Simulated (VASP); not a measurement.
## WO: single point with r2SCAN+U

The system is WO.

```
CELL_PARAMETERS angstrom
2.95292 0.00000 2.95292
0.00000 2.95292 2.95292
0.00000 0.00000 5.90583
ATOMIC_POSITIONS crystal
W 0.00000 0.00000 0.00000
W 0.00000 0.00000 0.50000
O 0.50000 0.50000 0.75000
O 0.50000 0.50000 0.25000
```

- Program: VASP 6.6.1
- Task: single point
- Functional: r2SCAN
- Potentials or basis: VASP PAW PBE potentials, release 64 (W_sv, O)
- Cutoff: 520 eV
- k mesh: 14 × 14 × 7
- Occupations: gaussian, width 0.1 eV
- Spin: collinear spin
- Starting moments: [1.0, -1.0, 0.0, 0.0] μB
- Hubbard terms: W d U = 6.2 eV

```
Pressure                                              : -16.2 GPa
Band gap on the k mesh                                : zero (filled and empty bands overlap)
Net moment                                            : 0.00 μB per cell
Site moments                                          : W +1.48, -1.48; O +0.00 μB
Valence electrons inside the program's atomic spheres : W 11.59; O 4.90
```

Levels at points of the mesh, in eV from the Fermi level:
Spin up:
| k point | band 17 | band 18 | band 19 | band 20 | band 21 | band 22 | band 23 | band 24 |
| --- | --- | --- | --- | --- | --- | --- | --- | --- |
| (0.00, 0.00, 0.00) | -4.76 | -4.76 | -3.41 | 1.68 | 1.68 | 1.68 | 3.22 | 3.22 |
| (0.50, 0.00, 0.00) | -4.65 | -4.29 | -1.28 | 0.30 | 0.31 | 0.31 | 3.14 | 3.50 |
Spin down:
```tsv
k point	band 17	band 18	band 19	band 20	band 21	band 22	band 23	band 24
(0.00, 0.00, 0.00)	-4.76	-4.76	-3.41	1.68	1.68	1.68	3.22	3.22
(0.50, 0.00, 0.00)	-4.65	-4.29	-1.28	0.30	0.31	0.31	3.14	3.50
```

Eigenvalues of the final occupation matrices:
```tsv
site	spin	trace	eigenvalues
site 1 d	1	2.30	0.33 0.33 0.33 0.65 0.65
site 1 d	2	0.87	0.07 0.07 0.07 0.33 0.33
site 2 d	1	0.87	0.07 0.07 0.07 0.33 0.33
site 2 d	2	2.30	0.33 0.33 0.33 0.65 0.65
```

Wall time 17 min on 1 thread of Intel(R) Xeon(R) Platinum 8259CL CPU @ 2.50GHz (Skylake/Cascade Lake), with other jobs on the host, peak memory 0.36 GiB.

Caveat: the cell stands under tension; the PAW data sets were made with another functional, which shifts forces and pressure a little; spin-orbit coupling is left out, which moves the levels of the heavy elements.
